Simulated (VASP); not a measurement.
# HfC (Fm-3m) in VASP: a series of runs

HfC is run at these levels: LDA; tasks: single point, relaxation of cell and atoms.

Everything below comes from runs of VASP 6.6.1. Logs are shortened: lines on timing, memory, paths and dates and some standing lists are left out, and cuts for length are marked.

**1. The cell of the first run**

The structure is cubic, space group Fm-3m (No. 225). Conventional cell: a = 4.573 Å, b = 4.573 Å, c = 4.573 Å, α = 90.00°, β = 90.00°, γ = 90.00°. Within 3.0 Å of Hf (site symmetry m-3m) lie 6 C at 2.29 Å. Within 3.0 Å of C (site symmetry m-3m) lie 6 Hf at 2.29 Å.

**2. Single point, LDA**

Contents of INCAR:

```
PREC     = Accurate       # precision mode
ENCUT    = 600            # plane-wave cutoff, eV
EDIFF    = 1E-6           # SCF threshold, eV
ISMEAR   = 0              # smearing method
SIGMA    = 0.1            # smearing width, eV
LREAL    = False          # projectors in reciprocal space
LASPH    = True           # aspherical terms in the spheres
NELM     = 120            # most SCF steps
ALGO     = Normal         # electronic algorithm
ISIF     = 2              # what is computed and relaxed
LWAVE    = False          # write WAVECAR
LCHARG   = False          # write CHGCAR
NBANDS   = 14             # bands
GGA_COMPAT= False
```

Contents of KPOINTS:

```
regular mesh
0
Gamma
  16 16 16
```

Contents of POSCAR:

```
HfC
1.0
    0.0000000000      2.2863544598      2.2863544598
    2.2863544598      0.0000000000      2.2863544598
    2.2863544598      2.2863544598      0.0000000000
Hf C
1 1
Direct
    0.5000000000      0.5000000000      0.5000000000
    0.0000000000      0.0000000000      0.0000000000
```

Potentials or basis: VASP PAW LDA potentials, release 64 (Hf_pv, C).

Launch:

```console
> cat potpaw_LDA.64/Hf_pv/POTCAR potpaw_LDA.64/C/POTCAR > POTCAR
> mpirun -np 1 vasp_std > vasp.out
```

OUTCAR:

```text
PREC = Accurate
   ENCUT = 600
   EDIFF = 1E-6
   ISMEAR = 0
   LREAL = False
   LASPH = True
   NELM = 120
   ISIF = 2

 ion  position               nearest neighbor table
   1  0.500  0.500  0.500-   2 2.29   2 2.29   2 2.29   2 2.29   2 2.29   2 2.29
   2  0.000  0.000  0.000-   1 2.29   1 2.29   1 2.29   1 2.29   1 2.29   1 2.29

  LATTYP: Found a face centered cubic cell.
 ALAT       =     4.5727089196

  Lattice vectors:

 A1 = (   0.0000000000,   2.2863544598,   2.2863544598)
 A2 = (   2.2863544598,   0.0000000000,   2.2863544598)
 A3 = (   2.2863544598,   2.2863544598,   0.0000000000)

Analysis of symmetry for initial positions (statically):
=====================================================================
 Subroutine PRICEL returns:
 Original cell was already a primitive cell.

 Routine SETGRP: Setting up the symmetry group for a
 face centered cubic supercell.

 Subroutine GETGRP returns: Found 48 space group operations
 (whereof 48 operations were pure point group operations)
 out of a pool of 48 trial point group operations.

The static configuration has the point symmetry O_h .

Analysis of symmetry for dynamics (positions and initial velocities):
=====================================================================
 Subroutine PRICEL returns:
 Original cell was already a primitive cell.

 Routine SETGRP: Setting up the symmetry group for a
 face centered cubic supercell.

 Subroutine GETGRP returns: Found 48 space group operations
 (whereof 48 operations were pure point group operations)
 out of a pool of 48 trial point group operations.

The dynamic configuration has the point symmetry O_h .

 Subroutine INISYM returns: Found 48 space group operations
 (whereof 48 operations are pure point group operations),
 and found     1 'primitive' translations

----------------------------------------------------------------------------------------

                                     Primitive cell

  volume of cell :      23.9035

  direct lattice vectors                    reciprocal lattice vectors
     0.000000000  2.286354460  2.286354460    -0.218688750  0.218688750  0.218688750
     2.286354460  0.000000000  2.286354460     0.218688750 -0.218688750  0.218688750
     2.286354460  2.286354460  0.000000000     0.218688750  0.218688750 -0.218688750

  length of vectors
     3.233393485  3.233393485  3.233393485     0.378780027  0.378780027  0.378780027

  position of ions in fractional coordinates (direct lattice)
     0.500000000  0.500000000  0.500000000
     0.000000000  0.000000000  0.000000000

  ion indices of the primitive-cell ions
   primitive index   ion index
                 1           1
                 2           2

----------------------------------------------------------------------------------------

 KPOINTS: regular mesh

Automatic generation of k-mesh.
 Grid dimensions read from file:
 generate k-points for:   16   16   16

 Generating k-lattice:

  Cartesian coordinates                     Fractional coordinates (reciprocal lattice)
    -0.013668047  0.013668047  0.013668047     0.062500000  0.000000000  0.000000000
     0.013668047 -0.013668047  0.013668047     0.000000000  0.062500000  0.000000000
     0.013668047  0.013668047 -0.013668047     0.000000000  0.000000000  0.062500000

  Length of vectors
     0.023673752  0.023673752  0.023673752

  Shift w.r.t. Gamma in fractional coordinates (k-lattice)
     0.000000000  0.000000000  0.000000000

 Subroutine IBZKPT returns following result:
 ===========================================

 Found    145 irreducible k-points:

 Following reciprocal coordinates:
            Coordinates               Weight
  0.000000  0.000000  0.000000      1.000000
  0.062500  0.000000  0.000000      8.000000
  0.125000  0.000000  0.000000      8.000000
  0.187500  0.000000  0.000000      8.000000
  0.250000  0.000000  0.000000      8.000000
  0.312500  0.000000  0.000000      8.000000
[... 16 lines left out ...]
 -0.125000  0.062500  0.000000     24.000000
 -0.062500  0.062500  0.000000     12.000000
 [... further k-points ...]
   k-points           NKPTS =    145   k-points in BZ     NKDIM =    145   number of bands    NBANDS=     14
   number of dos      NEDOS =    301   number of ions     NIONS =      2
   total plane-waves  NPLWV =  21952
   dimension x,y,z NGX =    28 NGY =   28 NGZ =   28
   dimension x,y,z NGXF=    56 NGYF=   56 NGZF=   56
   ions per type =               1   1
   NGX,Y,Z   is equivalent  to a cutoff of  14.40, 14.40, 14.40 a.u.
   NGXF,Y,Z  is equivalent  to a cutoff of  28.79, 28.79, 28.79 a.u.
 SYSTEM =  unknown system
   PREC   = accura    normal or accurate (medium, high low for compatibility)
   ISTART =      0    job   : 0-new  1-cont  2-samecut
   ICHARG =      2    charge: 1-file 2-atom 10-const
   ISPIN  =      1    spin polarized calculation?
   LNONCOLLINEAR =      F non collinear calculations
   LSORBIT =      F    spin-orbit coupling
   LASPH  =      T    aspherical Exc in radial PAW
   ENCUT  =  600.0 eV  44.10 Ry    6.64 a.u.   6.46  6.46  6.46*2*pi/ulx,y,z
   NELM   =    120;   NELMIN=  2; NELMDL= -5     # of ELM steps
   EDIFF  = 0.1E-05   stopping-criterion for ELM
   LREAL  =      F    real-space projection
   EDIFFG = 0.1E-04   stopping-criterion for IOM
   NSW    =      0    number of steps for IOM
   IBRION =     -1    ionic relax: 0-MD 1-quasi-New 2-CG
   NFREE  =      0    steps in history (QN), initial steepest desc. (CG)
   ISIF   =      2    stress and relaxation
   ISYM   =      2    0-nonsym 1-usesym 2-fastsym
   POTIM  = 0.5000    time-step for ionic-motion
   TEBEG  =    0.0;   TEEND  =   0.0 temperature during run
   PSTRESS=    0.0 pullay stress
   NELECT =      14.0000    total number of electrons
   NUPDOWN=      -1.0000    fix difference up-down
   EMIN   =  10.00;   EMAX   =-10.00  energy-range for DOS
   EFERMI =   0.00;   METHOD = LEGACY
   ISMEAR =     0;   SIGMA  =   0.10  broadening in eV -4-tet -1-fermi 0-gaus
   EFERMI_NEDOS =   21; number of points for ismear=-14 and -15
   IALGO  =     38    algorithm
   IMIX   =      4    mixing-type and parameters
     AMIX     =   0.40;   BMIX     =  1.00
     AMIX_MAG =   1.60;   BMIX_MAG =  1.00
  volume/ion in A,a.u.               =      11.95        80.65
  Fermi-wavevector in a.u.,A,eV,Ry     =   1.369716  2.588388 25.526199  1.876123
  Thomas-Fermi vector in A             =   2.495567
   LORBIT       =      0    0 simple, 1 ext, 2 COOP (PROOUT), +10 PAW based schemes
   GGA     = CA    functional components
   LHFCALC =     F    Hartree Fock is set to
   AEXX    =    0.0000 exact exchange contribution
   IVDW    =     0    specifies the selected vdW correction
   LEPSILON=     F    determine dielectric tensor
   LRPA    =     F    only Hartree local field effects (RPA)
 non-spin polarized calculation
 Gauss-broadening in eV      SIGMA  =   0.10
  energy-cutoff  :      600.00
  volume of cell :       23.90
 maximum number of plane-waves:       821
 NGX is ok and might be reduce to    28

 number of electron      13.9999999 magnetization

 Free energy of the ion-electron system (eV)
  ---------------------------------------------------
  ext. energy  EPLUGINS =         0.00000000
  ---------------------------------------------------
  free energy    TOTEN  =       -22.89599421 eV

  energy without entropy =      -22.89379298  energy(sigma->0) =      -22.89489360

 E-fermi :   6.2329     XC(G=0): -12.7340

 val. band max:        6.2303215420   @ k =   0.3125   0.2500   0.0000
 cond. band min:       6.2332911919   @ k =   0.0625   0.0625   0.0000
 fundamental gap:      0.0029696499
 Fermi energy:         6.2329497676

 k-point     1 :       0.0000    0.0000    0.0000
  band No.  band energies     occupation
      1     -22.9083      2.00000
      2     -22.9083      2.00000
      3     -22.9083      2.00000
      4      -6.1439      2.00000
      5       7.3027      0.00000
      6       7.3027      0.00000
      7       7.3027      0.00000
      8       7.5653      0.00000
      9       7.5653      0.00000
     10       7.5653      0.00000
     11       9.7307      0.00000
     12       9.7307      0.00000
     13      13.8126      0.00000
     14      17.4394      0.00000

 k-point     2 :       0.0625    0.0000    0.0000
  band No.  band energies     occupation
      1     -22.9427      2.00000
      2     -22.9115      2.00000
      3     -22.9115      2.00000
      4      -6.0355      2.00000
      5       6.4920      0.00025
      6       6.7392      0.00000
      7       6.7392      0.00000
      8       7.8115      0.00000
      9       7.8115      0.00000
     10       8.1380      0.00000
     11      10.2648      0.00000
     12      10.2648      0.00000
     13      14.0241      0.00000
     14      17.7352      0.00000

 k-point     3 :       0.1250    0.0000    0.0000
  band No.  band energies     occupation
      1     -23.0396      2.00000
      2     -22.9206      2.00000
      3     -22.9206      2.00000
      4      -5.7204      2.00000
      5       5.4158      2.00000
      6       5.8940      2.00000
      7       5.8940      2.00000
      8       8.1629      0.00000
      9       8.1629      0.00000
     10       8.5985      0.00000
     11      11.3987      0.00000
     12      11.3987      0.00000
     13      14.5780      0.00000
     14      18.5605      0.00000
[... 324 lines left out ...]
 k-point    23 :      -0.1250    0.0625    0.0000
  band No.  band energies     occupation
      1     -23.0956      2.00000
      2     -22.9520      2.00000
      3     -22.9162      2.00000
      4      -5.4885      2.00000
      5       4.8431      2.00000
      6       5.3380      2.00000
      7       5.6028      2.00000
      8       8.0371      0.00000
      9       8.7618      0.00000
     10       9.0489      0.00000
     11      11.1930      0.00000
     12      12.6084      0.00000
     13      15.0112      0.00000
     14      19.1415      0.00000

 k-point    24 :      -0.0625    0.0625    0.0000
  band No.  band energies     occupation
      1     -22.9903      2.00000
      2     -22.9305      2.00000
      3     -22.9104      2.00000
      4      -5.8596      2.00000
      5       5.8497      2.00000
      6       6.1371      1.82483
      7       6.2367      0.95739
      8       7.7350      0.00000
      9       8.4567      0.00000
     10       8.4753      0.00000
     11      10.3822      0.00000
     12      11.3211      0.00000
     13      14.3710      0.00000
     14      18.2055      0.00000

 [... further k-points ...]

------------------------ aborting loop because EDIFF is reached ----------------------------------------

  FORCE on cell =-STRESS in cart. coord.  units (eV):
  Direction    XX          YY          ZZ          XY          YZ          ZX
  --------------------------------------------------------------------------------------
  -------------------------------------------------------------------------------------
  Total        0.0777581      0.0777581      0.0777581     -0.0000000     -0.0000000      0.0000000
  in kB        5.2118904      5.2118904      5.2118904     -0.0000000     -0.0000000      0.0000000
  external PRESSURE =       5.2118904 kB  Pullay stress =       0.0000000 kB

 VOLUME and BASIS-vectors are now :
 -----------------------------------------------------------------------------
  energy-cutoff  :      600.00
  volume of cell :       23.90
      direct lattice vectors                 reciprocal lattice vectors
     0.000000000  2.286354460  2.286354460    -0.218688750  0.218688750  0.218688750
     2.286354460  0.000000000  2.286354460     0.218688750 -0.218688750  0.218688750
     2.286354460  2.286354460  0.000000000     0.218688750  0.218688750 -0.218688750

 POSITION                                       TOTAL-FORCE (eV/Angst)
 -----------------------------------------------------------------------------------
      2.28635      2.28635      2.28635         0.000000      0.000000      0.000000
      0.00000      0.00000      0.00000        -0.000000     -0.000000     -0.000000
 -----------------------------------------------------------------------------------
    total drift:                                0.000000      0.000000      0.000000

  FREE ENERGIE OF THE ION-ELECTRON SYSTEM (eV)
  ---------------------------------------------------
  free  energy   TOTEN  =       -22.8959942141 eV

  energy  without entropy=      -22.8937929840  energy(sigma->0) =      -22.89489360
```

Wall time 1.7 min (1 thread of Intel Xeon 8259CL, shared host); peak memory 0.19 GiB.

Results:

* Free energy: -22.8960 eV
* Pressure: 0.5 GPa
* Band gap on the k mesh: zero (band 7 reaches 7.30 eV, above the bottom of band 8 at 5.84 eV)

Levels at points of the mesh, in eV from the Fermi level:
```
           k point  band 4  band 5  band 6  band 7  band 8  band 9  band 10  band 11
(0.00, 0.00, 0.00)  -12.38    1.07    1.07    1.07    1.33    1.33     1.33     3.50
(0.50, 0.00, 0.00)   -8.23   -6.34   -3.15   -3.15    5.52    5.52     6.04     6.91
(0.50, 0.50, 0.00)  -10.44   -2.41   -1.99    0.03    0.03    5.56     7.05     7.05
```

Caveat: spin-orbit coupling is left out, which moves the levels of the heavy elements.

**3. Single point, LDA**

This run uses another cell than the first one: it holds 4 atoms, not 2.

Contents of INCAR:

```
SYSTEM = HfC
PREC     = Accurate       ! precision mode
ENCUT    = 600            ! plane-wave cutoff, eV
EDIFF    = 1E-6           ! SCF threshold, eV
ISMEAR   = 0              ! smearing method
SIGMA    = 0.15           ! smearing width, eV
LREAL    = .FALSE.        ! projectors in reciprocal space
LASPH    = .TRUE.         ! aspherical terms in the spheres
NELM     = 120            ! most SCF steps
ALGO     = Normal         ! electronic algorithm
ISIF     = 2              ! what is computed and relaxed
LWAVE    = .FALSE.        ! write WAVECAR
LCHARG   = .FALSE.        ! write CHGCAR
GGA      = CA             ! functional
NBANDS   = 22             ! bands
GGA_COMPAT= .FALSE.
```

Contents of KPOINTS:

```
Automatic mesh
0
G
  12 12 12
  0 0 0
```

Contents of POSCAR:

```
HfC
1.0
    0.0000000000     -2.2863544598     -2.2863544598
   -2.2863544598      0.0000000000     -2.2863544598
    2.2863544598      2.2863544598     -4.5727089196
Hf C
2 2
Direct
    0.7500000000      0.7500000000      0.7500000000
    0.2500000000      0.2500000000      0.2500000000
    0.5000000000      0.5000000000      0.5000000000
    0.0000000000      1.0000000000      0.0000000000
```

Potentials or basis: VASP PAW LDA potentials, release 64 (Hf_pv, C).

Launch:

```console
> cat potpaw_LDA.64/Hf_pv/POTCAR potpaw_LDA.64/C/POTCAR > POTCAR
> mpirun -np 1 vasp_std > vasp.out
```

Wall time 6.3 min (1 thread of Intel Xeon 8259CL, shared host); peak memory 0.33 GiB.

It converged, with:

| Property | Result |
| --- | --- |
| Free energy | -45.7953 eV |
| Pressure | 0.6 GPa |
| Band gap on the k mesh | zero (band 14 reaches 7.30 eV, above the bottom of band 15 at 5.84 eV) |

Levels at points of the mesh, in eV from the Fermi level:
```tsv
k point	band 10	band 11	band 12	band 13	band 14	band 15	band 16	band 17	band 18	band 19
(0.00, 0.00, 0.00)	-3.17	-3.17	1.05	1.05	1.05	1.31	1.31	1.31	3.47	3.47
(0.50, 0.00, 0.00)	-4.37	-2.70	-2.70	-1.90	-1.90	1.76	1.76	6.13	6.13	6.36
(0.50, 0.50, 0.00)	-3.17	-3.17	-2.44	-2.01	0.00	0.00	5.50	5.50	5.54	6.02
(0.00, 0.00, 0.50)	-3.09	-1.88	-1.88	-1.88	-1.88	3.07	3.07	3.07	3.07	3.09
```

Caveat: spin-orbit coupling is left out, which moves the levels of the heavy elements.

**4. Single point, LDA**

Contents of INCAR:

```
PREC = Accurate
ENCUT = 520
EDIFF = 1E-6
ISMEAR = 0
SIGMA = 0.15
LREAL = False
LASPH = True
NELM = 80
ALGO = Normal
ISIF = 2
LWAVE = False
LCHARG = False
NBANDS = 14
```

Contents of KPOINTS:

```
regular mesh
0
Gamma
  12 12 12
```

Contents of POSCAR:

```
HfC
1.0
    0.0000000000      2.2863544598      2.2863544598
    2.2863544598      0.0000000000      2.2863544598
    2.2863544598      2.2863544598      0.0000000000
Hf C
1 1
Direct
    0.5000000000      0.5000000000      0.5000000000
    0.0000000000      0.0000000000      0.0000000000
```

Launch:

```console
> cat potpaw_LDA.64/Hf_pv/POTCAR potpaw_LDA.64/C/POTCAR > POTCAR
> mpirun -np 1 vasp_std > vasp.out
```

Wall time 21 s (1 thread of Intel Xeon 8259CL, shared host); peak memory 0.15 GiB.

It converged, with:

| Item | Value |
| --- | --- |
| Free energy | -22.8957 eV |
| Pressure | 0.7 GPa |
| Band gap on the k mesh | zero (band 7 reaches 7.30 eV, above the bottom of band 8 at 5.84 eV) |

Levels at points of the mesh, in eV from the Fermi level:
| k point | band 5 | band 6 | band 7 | band 8 | band 9 | band 10 |
| --- | --- | --- | --- | --- | --- | --- |
| (0.00, 0.00, 0.00) | 1.03 | 1.03 | 1.03 | 1.29 | 1.29 | 1.29 |
| (0.50, 0.00, 0.00) | -6.38 | -3.19 | -3.19 | 5.48 | 5.48 | 6.00 |
| (0.50, 0.50, 0.00) | -2.46 | -2.03 | -0.02 | -0.02 | 5.52 | 7.01 |

Caveat: spin-orbit coupling is left out, which moves the levels of the heavy elements.

(Continued in part 2 of 2.)
